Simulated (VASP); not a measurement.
Input of a VASP 6.6.1 run:

The input INCAR:

```
SYSTEM = Zn
ALGO = Normal ; EDIFF = 1E-7
ENCUT = 520 ; GGA = PE
ISIF = 2 ; ISMEAR = -1
LASPH = .TRUE. ; LCHARG = .FALSE.
LREAL = .FALSE. ; LWAVE = .FALSE.
NBANDS = 12 ; NELM = 100
PREC = Accurate ; SIGMA = 0.1
```

KPOINTS

```
k-points
0
G
  17 17 17
  0 0 0
```

Contents of POSCAR:

```
Zn
1.0
    0.0000000000      1.9700290763      1.9700290763
    1.9700290763      0.0000000000      1.9700290763
    1.9700290763      1.9700290763      0.0000000000
Zn
1
Direct
    0.0000000000      0.0000000000      0.0000000000
```

Potentials or basis: VASP PAW PBE potentials, release 64 (Zn).

The run is started by

```sh
$ cat potpaw_PBE.64/Zn/POTCAR > POTCAR
$ mpirun -np 1 vasp_std > vasp.out
```

Q: What does it give for the band gap on the k mesh?

A: Zero (band 6 reaches 4.37 eV, above the bottom of band 7 at 1.75 eV).

Q: Predict the pressure.

A: -0.2 GPa.
